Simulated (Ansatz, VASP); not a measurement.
## Two plane-wave programs on Ba

```
Ba
1.0
    -2.51249    2.51249    2.51249
     2.51249   -2.51249    2.51249
     2.51249    2.51249   -2.51249
Ba
1
Direct
  0.00000 0.00000 0.00000
```

Alike in both runs: task single point; functional PBE; k mesh 9 × 9 × 9; no spin polarisation.

```csv
,VASP,Ansatz
version,VASP 6.6.1,Ansatz 0.2.0
potentials or method,"VASP PAW PBE potentials, release 64 (Ba_sv), cutoff 520 eV","plane waves (420 eV) with PAW, scalar-relativistic"
occupations,"methfessel-paxton of order 1, width 0.1 eV","cold, width 0.1 eV"
valence electrons in the cell,10,10
```

```csv
,VASP,Ansatz,Ansatz less VASP
pressure (GPa),0.0,0.0,-0.06
```

Neither program's run includes spin-orbit coupling.
